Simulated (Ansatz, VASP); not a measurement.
**CaSe: VASP beside Ansatz**

Contents of POSCAR:

```
CaSe
1.0
    0.0000000000      3.4310771062      3.2795613709
    3.4310771062      0.0000000000      3.2795613709
    3.4310771062      3.4310771062      0.0000000000
Ca Se
1 1
Direct
    0.0000000000      0.0000000000      0.0000000000
    0.2500000000      0.2500000000      0.2500000000
```

INCAR.step1

```
SYSTEM = CaSe
PREC = Accurate ; ENCUT = 520
ISMEAR = 0 ; SIGMA = 0.01
LREAL = .False. ; LASPH = .True.
NELM = 80 ; NBANDS = 15
GGA = PE ; ALGO = Normal
EDIFF = 1E-4 ; LWAVE = .True.
LCHARG = .False.
```

INCAR.step2

```
SYSTEM = CaSe
PREC = Accurate ; ENCUT = 520
EDIFF = 1E-6 ; ISMEAR = 0
SIGMA = 0.01 ; LREAL = .False.
LASPH = .True. ; NELM = 80
ALGO = Normal ; ISIF = 2
LWAVE = .False. ; LCHARG = .False.
METAGGA = R2SCAN ; LMIXTAU = .True.
NBANDS = 15 ; ISTART = 1
```

File KPOINTS:

```
regular mesh
0
Gamma
  6 6 6
  0 0 0
```

Input for Ansatz:

```yaml
crystal:
  lattice:
    - [0.0, 3.4310771062, 3.2795613709]
    - [3.4310771062, 0.0, 3.2795613709]
    - [3.4310771062, 3.4310771062, 0.0]
  atoms:
    - { symbol: Ca, position: [0.0, 0.0, 0.0] }
    - { symbol: Se, position: [0.25, 0.25, 0.25] }
kpoints:
  mp_grid: { grid: [6, 6, 6] }
  band_path:
    path:
      - [0.0, 0.0, 0.0]
      - [-0.5, -0.5, 0.0]
      - [-0.375, -0.375, 0.25]
      - [-0.375, 0.0, 0.375]
      - [0.0, 0.0, 0.5]
      - [-0.5, -0.25, 0.25]
    npoints: 1
hamiltonian:
  xc: r2scan
scf:
  occupations: { method: fixed }
  n_extra_bands: 4
output:
  forces: true
  stress: true
  eigenvalues: true
```

Change from the starting cell: biaxial_xy strain +4.6%.

Alike in both runs: task single point; functional r2SCAN; k mesh 6 × 6 × 6; no spin polarisation.

|  | VASP | Ansatz |
| --- | --- | --- |
| version | VASP 6.6.1 | Ansatz 0.2.0 |
| potentials or method | VASP PAW PBE potentials, release 64 (Ca_sv, Se) | plane waves, PAW |
| plane-wave cutoff (eV) | 520 | 500 |
| occupations | gaussian, width 0.01 eV | fixed |
| valence electrons in the cell | 16 | 26 |

```tsv
	VASP	Ansatz	Ansatz less VASP
gap on the k mesh at the Fermi level (eV)	3.34	3.35	+0.010
pressure (GPa)	-2.6	-2.7	-0.13
traceless stress, the component that is largest in VASP (GPa)	0.24	0.25	+0.009
```

VASP's potentials were made for PBE, not for r2SCAN. VASP's potentials hold 16 valence electrons a cell and Ansatz's 26, so a difference there can come from the potentials and not from the codes.
